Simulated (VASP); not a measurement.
Set up this calculation in VASP 6.6.1, as the native input.

- Task: single point
- Functional: PBE
- Potentials or basis: VASP PAW PBE potentials, release 64 (Ta_pv, Si)
- Cutoff: 520 eV
- k mesh: 6 × 6 × 6
- Occupations: gaussian, width 0.1 eV
- Spin: no spin polarisation
- Dipole correction: no
- Further INCAR settings: ALGO = Normal; EDIFF = 1e-06; NBANDS = 20

The structure of TaSi3 lies in POSCAR:

```
TaSi3
1.0
   -1.8551157771      1.8551157771      4.2767396309
    1.8551157771     -1.8551157771      4.2767396309
    1.8551157771      1.8551157771     -4.2767396309
Ta Si
1 3
Direct
    0.0000000000      0.0000000000      0.0000000000
    0.5000000000      0.5000000000      0.0000000000
    0.2500000000      0.7500000000      0.5000000000
    0.7500000000      0.2500000000      0.5000000000
```

These files were run (other wordings do the same):

INCAR

```
SYSTEM = TaSi3
ALGO = Normal
EDIFF = 1E-6
ENCUT = 520
GGA = PE
ISIF = 2
ISMEAR = 0
LASPH = .TRUE.
LCHARG = .FALSE.
LREAL = .FALSE.
LWAVE = .FALSE.
NBANDS = 20
NELM = 100
PREC = Accurate
SIGMA = 0.1
```

KPOINTS

```
k-points
0
G
  6 6 6
  0 0 0
```

Potentials or basis: VASP PAW PBE potentials, release 64 (Ta_pv, Si).

Launch:

```bash
$ cat potpaw_PBE.64/Ta_pv/POTCAR potpaw_PBE.64/Si/POTCAR > POTCAR
$ mpirun -np 1 vasp_std > vasp.out
```

Results of the run:

The pressure is -0.1 GPa.

Caveat: the k points lie up to 0.40 Å⁻¹ apart.

Run time: 20 s on 1 thread of Intel(R) Xeon(R) 6975P-C (Granite Rapids), with other jobs on the host, peak memory 0.24 GiB.
